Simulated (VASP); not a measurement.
Runs of VASP 6.6.1 on ZnS (zinc blende type). The structure is that of space group F-43m (No. 216), or close to it. The cells are those of the table. 

```tsv
cell	k mesh	cutoff (eV)	smearing	gap on the mesh (eV)	pressure (GPa)
a = 3.867 Å, angles 60.0°, 2 atoms	4 × 4 × 4	520	fermi-dirac 0.05 eV	(a)	-1.5
a = 3.854 Å, angles 60.0°, 2 atoms	6 × 6 × 6	520	fermi-dirac 0.02 eV	3.20	-1.0
a = 3.854 Å, angles 60.0°, 2 atoms	6 × 6 × 6	400	fermi-dirac 0.02 eV	3.20	-1.3
a = 3.904 Å, angles 60.0°, 2 atoms	4 × 4 × 4	520	fermi-dirac 0.05 eV	(b)	-3.3
```

Alike in all rows: task single point; level HSE06; potentials or basis VASP PAW PBE potentials, release 64 (Zn, S); no spin polarisation.

Q: Fill in the values left out.

A: (a) 3.17; (b) 3.03.

Caveats: some runs use coarse meshes; the PAW data sets were made with another functional, which shifts forces and pressure a little.

